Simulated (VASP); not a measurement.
Crystal: GaN (gallium nitride).

```
Ga N
1.0
     3.19000    0.00000    0.00000
    -1.59500    2.76262    0.00000
     0.00000    0.00000    5.18900
Ga N
2 2
Cartesian
  0.0000 1.8417 0.0000
  1.5950 0.9209 2.5945
  0.0000 1.8417 1.9552
  1.5950 0.9209 4.5497
```

- Program: VASP 6.6.1
- Task: relaxation of cell and atoms
- Functional: PBE
- Potentials or basis: VASP PAW PBE potentials, release 64 (Ga_d, N)
- Cutoff: 600 eV
- k mesh: 8 × 8 × 5
- Occupations: gaussian, width 0.01 eV
- Spin: no spin polarisation

At the start: pressure 5.0 GPa; volume 11.43 Å³/atom.

Q: How do energy, volume and symmetry change on relaxing?

A: Over 7 steps the energy falls by 5.0 meV/atom and the volume is 11.76 Å³/atom (+2.8 %); space group P6_3mc (No. 186, to 0.05 Å).

The path:
```csv
step,energy change (eV),largest force (eV/Å),pressure (GPa),volume (Å³)
1,0.0000,0.0063,5.05,45.73
2,-0.0061,0.0079,-3.84,48.15
3,-0.0199,0.0028,-0.02,47.03
4,-0.0199,0.0027,0.08,47.00
5,-0.0199,0.0041,0.08,47.00
6,-0.0199,0.0047,0.08,47.00
7,-0.0199,0.0007,-0.02,47.03
```

Final structure:
```yaml
crystal:
  lattice:
    - [3.21826, 0.00000, 0.00000]
    - [-1.60913, 2.78709, 0.00000]
    - [0.00000, 0.00000, 5.24313]
  atoms:
    - { symbol: Ga, position: [0.33333, 0.66667, 0.00003] }
    - { symbol: Ga, position: [0.66667, 0.33333, 0.50003] }
    - { symbol: N, position: [0.33333, 0.66667, 0.37677] }
    - { symbol: N, position: [0.66667, 0.33333, 0.87677] }
```
